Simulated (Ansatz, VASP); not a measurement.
## AlFe in VASP and in Ansatz

```xyz
2
Lattice="2.8607 0.0000 0.0000 0.0000 2.8607 0.0000 0.0000 0.0000 2.8607" Properties=species:S:1:pos:R:3 pbc="T T T"
Al    0.0000    0.0000    0.0000
Fe    1.4303    1.4303    1.4303
```

Change from the starting cell: volume scaled by 0.95, PAW files.

Alike in both runs: task single point; functional PBE; k mesh 11 × 11 × 11; occupations fermi-dirac, width 0.1 eV; collinear spin.

|  | VASP | Ansatz |
| --- | --- | --- |
| version | VASP 6.6.1 | Ansatz 0.2.0 |
| potentials or method | VASP PAW PBE potentials, release 64 (Al, Fe) | PAW with Ansatz's default frozen-core files, scalar-relativistic |
| plane-wave cutoff (eV) | 520 | 420 |
| valence electrons in the cell | 11 | 19 |

|  | VASP | Ansatz | Ansatz less VASP |
| --- | --- | --- | --- |
| pressure (GPa) | 2.9 | 2.9 | +0.03 |
| net moment per atom (μB) | 0.34 | 0.34 | +0.001 |
| size of the moment on the site where the two differ most (μB) | 0.71 | 0.71 | -0.006 |

Site moments also hang on the region over which each program counts them. VASP's potentials hold 11 valence electrons a cell and Ansatz's 19, so a difference there can come from the potentials and not from the codes.
